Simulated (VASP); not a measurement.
Wanted: the native input for a VASP 6.6.1 run.

| Item | Value |
| --- | --- |
| Task | single point |
| Functional | PBE |
| Potentials or basis | VASP PAW PBE potentials, release 64 (Si, W_sv, Cl) |
| Cutoff | 520 eV |
| k mesh | 8 × 8 × 1 |
| Occupations | gaussian, width 0.1 eV |
| Spin | no spin polarisation |
| Dipole correction | yes |
| Further INCAR settings | ALGO = Normal; EDIFF = 1e-06; NBANDS = 34 |

The structure of Si4W2Cl lies in POSCAR:

```
Si4W2Cl
1.0
    3.2292919632      0.0000000000      0.0000000000
    0.0000000000      3.2292919632      0.0000000000
    0.0000000000      0.0000000000     21.9372962356
Si W Cl
4 2 1
Direct
    0.0000000000      0.0000000000      0.1823378760
    0.0000000000      0.0000000000      0.3009901015
    0.5000000000      0.5000000000      0.3590107492
    0.5000000000      0.5000000000      0.4757786066
    0.5000000000      0.5000000000      0.2416639887
    0.0000000000      0.0000000000      0.4178382292
    0.6250000000      1.0000000000      0.5592228273
```

The input as run:

INCAR

```
PREC = Accurate
ENCUT = 520
EDIFF = 1E-6
ISMEAR = 0
SIGMA = 0.1
LREAL = F
LASPH = T
NELM = 60
ALGO = Normal
ISIF = 2
LWAVE = F
LCHARG = F
LDIPOL = T
IDIPOL = 3
DIPOL = 0.5 0.5 0.362
GGA = PE
NBANDS = 34
```

KPOINTS

```
regular mesh
0
Gamma
  8 8 1
```

Potentials or basis: VASP PAW PBE potentials, release 64 (Si, W_sv, Cl).

Run with:

```console
$ cat potpaw_PBE.64/Si/POTCAR potpaw_PBE.64/W_sv/POTCAR potpaw_PBE.64/Cl/POTCAR > POTCAR
$ mpirun -np 1 vasp_std > vasp.out
```

It gave:

The largest force is 0.713 eV/Å and the band gap on the k mesh is zero (an odd number of electrons rules out a gap without spin polarisation).

Caveat: spin-orbit coupling is left out, which moves the levels of the heavy elements; an odd number of electrons without spin polarisation forces a metal; a magnetic or distorted state may lie lower.

It took 6.7 min on 1 thread of Intel(R) Xeon(R) Platinum 8375C CPU @ 2.90GHz (Ice Lake), with other jobs on the host, peak memory 0.41 GiB.
